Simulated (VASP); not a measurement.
A run of VASP 6.6.1 is set up as follows.

Contents of INCAR:

```
  ALGO = All
  EDIFF = 1E-6
  ENCUT = 690
  GGA = PE
  GGA_COMPAT = False
  ISEARCH = 1
  ISIF = 2
  ISMEAR = 0
  KPAR = 4
  LASPH = True
  LCHARG = True
  LMAXMIX = 6
  LREAL = False
  LVHAR = True
  LWAVE = False
  NBANDS = 40
  NELM = 300
  PREC = Accurate
  SIGMA = 0.1
```

The input KPOINTS:

```
k-points
0
Gamma
  4 4 4
```

Contents of POSCAR:

```
Rb4ErP
1.0
    9.5294928104      0.0000000000      0.0000000000
    0.0000000000      9.5294928104      0.0000000000
    0.0000000000      0.0000000000      5.2378626588
Rb Er P
4 1 1
Direct
    0.7528441412      0.7528441412      0.5000000000
    0.2471558588      0.2471558588      0.5000000000
    0.2471558588      0.7528441412      0.5000000000
    0.7528441412      0.2471558588      0.5000000000
    0.5000000000      0.5000000000      0.0000000000
    0.5000000000      0.5000000000      0.5000000000
```

Potentials or basis: VASP PAW PBE potentials, release 64 (Rb_sv, Er, P).

The run is started by

```bash
$ cat potpaw_PBE.64/Rb_sv/POTCAR potpaw_PBE.64/Er/POTCAR potpaw_PBE.64/P/POTCAR > POTCAR
$ mpirun -np 4 vasp_std > vasp.out
```

Q: What does it give for the pressure?

A: 0.2 GPa.

Q: What does it give for the largest force?

A: 0.024 eV/Å.

Stress tensor (GPa, compression positive):
```
0.00 0.00 0.00
0.00 0.00 0.00
0.00 0.00 0.73
```

Caveat: spin-orbit coupling is left out, which moves the levels of the heavy elements; semilocal functionals describe open f shells poorly, which spoils levels, moments and volumes. Spin polarisation is off, so any magnetic state and its effect on volume and gap are missing.
